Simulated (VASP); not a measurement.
# Sb (P4/mmm) in VASP: single point with PBE

Aim: the single point of Sb with PBE.

Program: VASP 6.6.1. These are calculated values, not measurements. Logs are shortened: lines on timing, memory, paths and dates and some standing lists are left out, and cuts for length are marked.

## 1. The cell of the first run

The structure is tetragonal, space group P4/mmm (No. 123). Conventional cell: a = 3.203 Å, b = 3.203 Å, c = 3.075 Å, α = 90.00°, β = 90.00°, γ = 90.00°. Within 4.0 Å of Sb (site symmetry 4/mmm) lie 6 Sb at 3.08 to 3.20 Å.

## 2. Single point, PBE

Input file INCAR:

```
SYSTEM = Sb
PREC = Accurate
ENCUT = 520
EDIFF = 1E-6
ISMEAR = 0
SIGMA = 0.15
LREAL = .FALSE.
LASPH = .TRUE.
NELM = 100
ALGO = Normal
ISIF = 2
LWAVE = .FALSE.
LCHARG = .TRUE.
GGA = PE
LELF = .TRUE.
LVHAR = .TRUE.
NBANDS = 8
```

Input file KPOINTS:

```
Automatic mesh
0
G
  16 16 16
  0 0 0
```

Input file POSCAR:

```
Sb
1.0
    3.2032930510      0.0000000000      0.0000000000
    0.0000000000      3.2032930510      0.0000000000
    0.0000000000      0.0000000000      3.0751613290
Sb
1
Direct
    0.0000000000      0.0000000000      0.0000000000
```

Potentials or basis: VASP PAW PBE potentials, release 64 (Sb).

Command:

```bash
$ cat potpaw_PBE.64/Sb/POTCAR > POTCAR
$ mpirun -np 1 vasp_std > vasp.out
```

OUTCAR:

```text
SYSTEM = Sb
   PREC = Accurate
   ENCUT = 520
   EDIFF = 1E-6
   ISMEAR = 0
   LREAL = .FALSE.
   LASPH = .TRUE.
   NELM = 100
   ISIF = 2
   GGA = PE

 ion  position               nearest neighbor table
   1  0.000  0.000  0.000-

  LATTYP: Found a simple tetragonal cell.
 ALAT       =     3.2032930510
 C/A-ratio  =     0.9600000000

  Lattice vectors:

 A1 = (   3.2032930510,   0.0000000000,   0.0000000000)
 A2 = (   0.0000000000,   3.2032930510,   0.0000000000)
 A3 = (   0.0000000000,   0.0000000000,   3.0751613290)

Analysis of symmetry for initial positions (statically):
=====================================================================
 Subroutine PRICEL returns:
 Original cell was already a primitive cell.

 Routine SETGRP: Setting up the symmetry group for a
 simple tetragonal supercell.

 Subroutine GETGRP returns: Found 16 space group operations
 (whereof 16 operations were pure point group operations)
 out of a pool of 16 trial point group operations.

The static configuration has the point symmetry D_4h.

Analysis of symmetry for dynamics (positions and initial velocities):
=====================================================================
 Subroutine PRICEL returns:
 Original cell was already a primitive cell.

 Routine SETGRP: Setting up the symmetry group for a
 simple tetragonal supercell.

 Subroutine GETGRP returns: Found 16 space group operations
 (whereof 16 operations were pure point group operations)
 out of a pool of 16 trial point group operations.

The dynamic configuration has the point symmetry D_4h.

 Subroutine INISYM returns: Found 16 space group operations
 (whereof 16 operations are pure point group operations),
 and found     1 'primitive' translations

----------------------------------------------------------------------------------------

                                     Primitive cell

  volume of cell :      31.5545

  direct lattice vectors                    reciprocal lattice vectors
     3.203293051  0.000000000  0.000000000     0.312178744  0.000000000  0.000000000
     0.000000000  3.203293051  0.000000000     0.000000000  0.312178744  0.000000000
     0.000000000  0.000000000  3.075161329     0.000000000  0.000000000  0.325186191

  length of vectors
     3.203293051  3.203293051  3.075161329     0.312178744  0.312178744  0.325186191

  position of ions in fractional coordinates (direct lattice)
[... 73 lines left out ...]
   LSORBIT =      F    spin-orbit coupling
   LASPH  =      T    aspherical Exc in radial PAW
   ENCUT  =  520.0 eV  38.22 Ry    6.18 a.u.   5.96  5.96  5.72*2*pi/ulx,y,z
   NELM   =    100;   NELMIN=  2; NELMDL= -5     # of ELM steps
   EDIFF  = 0.1E-05   stopping-criterion for ELM
   LREAL  =      F    real-space projection
   EDIFFG = 0.1E-04   stopping-criterion for IOM
   NSW    =      0    number of steps for IOM
   IBRION =     -1    ionic relax: 0-MD 1-quasi-New 2-CG
   NFREE  =      0    steps in history (QN), initial steepest desc. (CG)
   ISIF   =      2    stress and relaxation
   ISYM   =      2    0-nonsym 1-usesym 2-fastsym
   POTIM  = 0.5000    time-step for ionic-motion
   TEBEG  =    0.0;   TEEND  =   0.0 temperature during run
   PSTRESS=    0.0 pullay stress
   NELECT =       5.0000    total number of electrons
   NUPDOWN=      -1.0000    fix difference up-down
   EMIN   =  10.00;   EMAX   =-10.00  energy-range for DOS
   EFERMI =   0.00;   METHOD = LEGACY
   ISMEAR =     0;   SIGMA  =   0.15  broadening in eV -4-tet -1-fermi 0-gaus
   EFERMI_NEDOS =   21; number of points for ismear=-14 and -15
   IALGO  =     38    algorithm
   IMIX   =      4    mixing-type and parameters
     AMIX     =   0.40;   BMIX     =  1.00
     AMIX_MAG =   1.60;   BMIX_MAG =  1.00
  volume/ion in A,a.u.               =      31.55       212.94
  Fermi-wavevector in a.u.,A,eV,Ry     =   0.885886  1.674081 10.677766  0.784794
  Thomas-Fermi vector in A             =   2.006979
   LORBIT       =      0    0 simple, 1 ext, 2 COOP (PROOUT), +10 PAW based schemes
   GGA     = PE    functional components
   LHFCALC =     F    Hartree Fock is set to
   AEXX    =    0.0000 exact exchange contribution
   IVDW    =     0    specifies the selected vdW correction
   LEPSILON=     F    determine dielectric tensor
   LRPA    =     F    only Hartree local field effects (RPA)
 non-spin polarized calculation
 Gauss-broadening in eV      SIGMA  =   0.15
  energy-cutoff  :      520.00
  volume of cell :       31.55
 maximum number of plane-waves:       872
 NGX is ok and might be reduce to    24
   NGX = 11   NGY = 11   NGZ = 11

 number of electron       5.0000000 magnetization

 Free energy of the ion-electron system (eV)
  ---------------------------------------------------
  ext. energy  EPLUGINS =         0.00000000
  ---------------------------------------------------
  free energy    TOTEN  =        -4.07206377 eV

  energy without entropy =       -4.06648306  energy(sigma->0) =       -4.06927341

 E-fermi :   6.4433     XC(G=0):  -9.3845

 val. band max:        6.4397671953   @ k =   0.3125   0.1875   0.2500
 cond. band min:       6.4470977189   @ k =   0.4375   0.2500   0.1250
 fundamental gap:      0.0073305236
 Fermi energy:         6.4433316706

 k-point     1 :       0.0000    0.0000    0.0000
  band No.  band energies     occupation
      1      -5.5371      2.00000
      2       9.2035      0.00000
      3       9.2035      0.00000
      4      10.3127      0.00000
      5      13.0661      0.00000
      6      13.2886      0.00000
      7      14.6668      0.00000
      8      23.3871      0.00000
[... 243 lines left out ...]
 k-point    24 :       0.5000    0.1250    0.0000
  band No.  band energies     occupation
      1      -3.2762      2.00000
      2       1.4738      2.00000
      3       9.0722      0.00000
      4      12.2192      0.00000
      5      14.1557      0.00000
      6      16.3858      0.00000
      7      18.2329      0.00000
      8      18.5456      0.00000

 [... further k-points ...]
[... 5 lines left out ...]
  --------------------------------------------------------------------------------------
  -------------------------------------------------------------------------------------
  Total       -0.6747200     -0.6747200     -0.0339108      0.0000000      0.0000000      0.0000000
  in kB      -34.2588590    -34.2588590     -1.7218209      0.0000000      0.0000000      0.0000000
  external PRESSURE =     -23.4131797 kB  Pullay stress =       0.0000000 kB

 VOLUME and BASIS-vectors are now :
 -----------------------------------------------------------------------------
  energy-cutoff  :      520.00
  volume of cell :       31.55
      direct lattice vectors                 reciprocal lattice vectors
     3.203293051  0.000000000  0.000000000     0.312178744  0.000000000  0.000000000
     0.000000000  3.203293051  0.000000000     0.000000000  0.312178744  0.000000000
     0.000000000  0.000000000  3.075161329     0.000000000  0.000000000  0.325186191

 POSITION                                       TOTAL-FORCE (eV/Angst)
 -----------------------------------------------------------------------------------
      0.00000      0.00000      0.00000         0.000000      0.000000      0.000000
 -----------------------------------------------------------------------------------
    total drift:                               -0.000000      0.000000      0.000000

  FREE ENERGIE OF THE ION-ELECTRON SYSTEM (eV)
  ---------------------------------------------------
  free  energy   TOTEN  =        -4.0720637690 eV

  energy  without entropy=       -4.0664830581  energy(sigma->0) =       -4.06927341
```

OSZICAR:

```text
N       E                     dE             d eps       ncg     rms          rms(c)
DAV:   1     0.528624456023E+01    0.52862E+01   -0.16478E+03  6512   0.404E+02
DAV:   2    -0.394777691054E+01   -0.92340E+01   -0.88613E+01  9200   0.518E+01
DAV:   3    -0.406679968372E+01   -0.11902E+00   -0.11877E+00  7536   0.660E+00
DAV:   4    -0.406735197575E+01   -0.55229E-03   -0.55228E-03  9904   0.548E-01
DAV:   5    -0.406735409535E+01   -0.21196E-05   -0.21200E-05  8144   0.220E-02    0.176E+00
DAV:   6    -0.407008840637E+01   -0.27343E-02   -0.11093E-03  8512   0.206E-01    0.104E+00
DAV:   7    -0.407200371468E+01   -0.19153E-02   -0.26452E-03  7144   0.313E-01    0.790E-02
DAV:   8    -0.407205983942E+01   -0.56125E-04   -0.90706E-05  8872   0.642E-02    0.714E-03
DAV:   9    -0.407206330541E+01   -0.34660E-05   -0.26269E-06  8592   0.103E-02    0.216E-03
DAV:  10    -0.407206376903E+01   -0.46362E-06   -0.97688E-07  8008   0.524E-03
   1 F= -.40720638E+01 E0= -.40692734E+01  d E =-.558071E-02
```

stdout:

```text
POSCAR found type information on POSCAR Sb
 POSCAR found :  1 types and       1 ions
 scaLAPACK will be used
 LDA part: xc-table for (Slater+PW92), standard interpolation
 POSCAR, INCAR and KPOINTS ok, starting setup
 FFT: planning ... GRIDC
 FFT: planning ... GRID_SOFT
 FFT: planning ... GRID
 WAVECAR not read
 entering main loop
```

Run time: 19 s. Hardware: 1 thread of Intel Xeon 6975P-C (Granite Rapids), shared host; peak memory 0.21 GiB.

What came out:

| Property | Result |
| --- | --- |
| Free energy | -4.0721 eV |
| Pressure | -2.3 GPa |

Levels at points of the mesh, in eV from the Fermi level:
```tsv
k point	band 1	band 2	band 3	band 4	band 5	band 6	band 7	band 8
(0.00, 0.00, 0.00)	-11.98	2.76	2.76	3.87	6.62	6.85	8.22	16.94
(0.50, 0.00, 0.00)	-9.92	-5.16	4.45	5.58	8.75	10.48	10.95	11.24
(0.50, 0.50, 0.00)	-7.78	-3.36	-3.36	2.34	7.29	12.62	13.54	13.54
(0.00, 0.00, 0.50)	-9.42	-5.28	4.86	4.86	8.87	10.08	10.94	10.94
(0.50, 0.00, 0.50)	-7.23	-3.53	-2.98	2.43	6.56	12.29	12.65	12.67
(0.50, 0.50, 0.50)	-4.83	-1.91	-1.30	-1.30	4.82	4.82	5.14	7.09
```

Caveat: spin-orbit coupling is left out, which moves the levels of the heavy elements.
